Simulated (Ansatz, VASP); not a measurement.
## One calculation of Re2HgBr2, two programs

The input POSCAR:

```
Re2HgBr2
1.0
    4.3024197700      4.3024197700      0.0000000000
    4.3024197700     -4.3024197700      0.0000000000
    0.0000000000      0.0000000000     -4.3024197700
Hg Re Br
1 2 2
Direct
    0.0000000000      0.0000000000      0.0000000000
    0.2500000000      0.7500000000      0.0000000000
    0.7500000000      0.2500000000      0.0000000000
    0.2500000000      0.2500000000      0.5000000000
    0.7500000000      0.7500000000      0.5000000000
```

Contents of INCAR.step1:

```
SYSTEM = Re2HgBr2
PREC     = Accurate       ! precision mode
ENCUT    = 520            ! plane-wave cutoff, eV
EDIFF    = 1E-5           ! SCF threshold, eV
ISMEAR   = 1              ! smearing method
SIGMA    = 0.1603         ! smearing width, eV
LREAL    = .False.        ! projectors in reciprocal space
LASPH    = .True.         ! aspherical terms in the spheres
NELM     = 150            ! most SCF steps
ALGO     = Normal         ! electronic algorithm
ISIF     = 2              ! what is computed and relaxed
LWAVE    = .True.         ! write WAVECAR
ISPIN    = 2              ! spin polarisation
MAGMOM   = 0.18 2.51 2.51 0.18 0.18 ! initial moments
LORBIT   = 11             ! projections on sites
LMAXMIX  = 4              ! l up to which the mixer works
GGA      = PE             ! functional
NBANDS   = 32             ! bands
```

The input INCAR.step2:

```
SYSTEM = Re2HgBr2
PREC     = Accurate       ! precision mode
ENCUT    = 520            ! plane-wave cutoff, eV
EDIFF    = 1E-7           ! SCF threshold, eV
ISMEAR   = 1              ! smearing method
SIGMA    = 0.1603         ! smearing width, eV
LREAL    = .False.        ! projectors in reciprocal space
LASPH    = .True.         ! aspherical terms in the spheres
NELM     = 150            ! most SCF steps
ALGO     = Normal         ! electronic algorithm
ISIF     = 2              ! what is computed and relaxed
LWAVE    = .False.        ! write WAVECAR
LCHARG   = .True.         ! write CHGCAR
ISPIN    = 2              ! spin polarisation
MAGMOM   = 0.18 2.51 2.51 0.18 0.18 ! initial moments
LORBIT   = 11             ! projections on sites
LMAXMIX  = 4              ! l up to which the mixer works
GGA      = PE             ! functional
LHFCALC  = .True.         ! exact exchange
HFSCREEN = 0.2079         ! screening, 1/A
PRECFOCK = Fast         
LELF     = .True.         ! ELF
LVHAR    = .True.       
ISTART   = 1            
NBANDS   = 32             ! bands
```

Contents of KPOINTS:

```
Automatic mesh
0
Gamma
  2 2 3
  0 0 0
```

Input for Ansatz:

```yaml
crystal:
  lattice:
    - [4.30241977, 4.30241977, 0.0]
    - [4.30241977, -4.30241977, 0.0]
    - [0.0, 0.0, -4.30241977]
  atoms:
    - { symbol: Hg, position: [0.0, 0.0, 0.0], spin: 0.18 }
    - { symbol: Re, position: [0.25, 0.75, 0.0], spin: 2.51 }
    - { symbol: Re, position: [0.75, 0.25, 0.0], spin: 2.51 }
    - { symbol: Br, position: [0.25, 0.25, 0.5], spin: 0.18 }
    - { symbol: Br, position: [0.75, 0.75, 0.5], spin: 0.18 }
kpoints:
  mp_grid: { grid: [2, 2, 3], shift: [0, 0, 0] }
magnetization:
  spin_polarized: true
scf:
  occupations: { method: methfessel_paxton, width: 0.1603 }
hamiltonian:
  pseudopotentials: { kind: paw }
  xc: hse06
basis:
  ecutwfc: 420
  fft_grid_basis: typed
output:
  forces: true
  stress: true
  eigenvalues: true
  bader: true
  populations: true
  elf: true
  write_potential: true
  volumetric_format: npy
  dos:
    e_range: [-12, 8]
    de: 0.05
    projected: { site_lists: { Br: [Br], Hg: [Hg], Re: [Re] } }
    method: { smearing: { sigma: 0.1, scheme: gaussian } }
```

Alike in both runs: task single point; functional HSE06; k mesh 2 × 2 × 3; occupations methfessel-paxton of order 1, width 0.1603 eV; collinear spin.

```csv
,VASP,Ansatz
version,VASP 6.6.1,Ansatz 0.2.0
potentials or method,"VASP PAW PBE potentials, release 64 (Hg, Re, Br), cutoff 520 eV",PAW plane waves
valence electrons in the cell,40,64
```

```csv
,VASP,Ansatz,Ansatz less VASP
pressure (GPa),20.2,20.4,+0.19
"traceless stress, the component that is largest in VASP (GPa)",38.07,38.39,+0.323
rms of the force components (eV/Å),5.278,5.317,+0.0389
net moment per atom (μB),2.00,2.00,0.000
size of the moment on the site where the two differ most (μB),4.34,2.51,-1.830
```

Site moments also hang on the region over which each program counts them. Atom by atom the forces differ by 0.039 eV/Å (rms over components). VASP's potentials hold 40 valence electrons a cell and Ansatz's 64, so a difference there can come from the potentials and not from the codes. Ansatz's warnings: stability check not made, stress exchange threshold loose, stress scf threshold loose.

The k mesh is coarse, so the values compare programs but aren't converged. Neither program's run includes spin-orbit coupling.
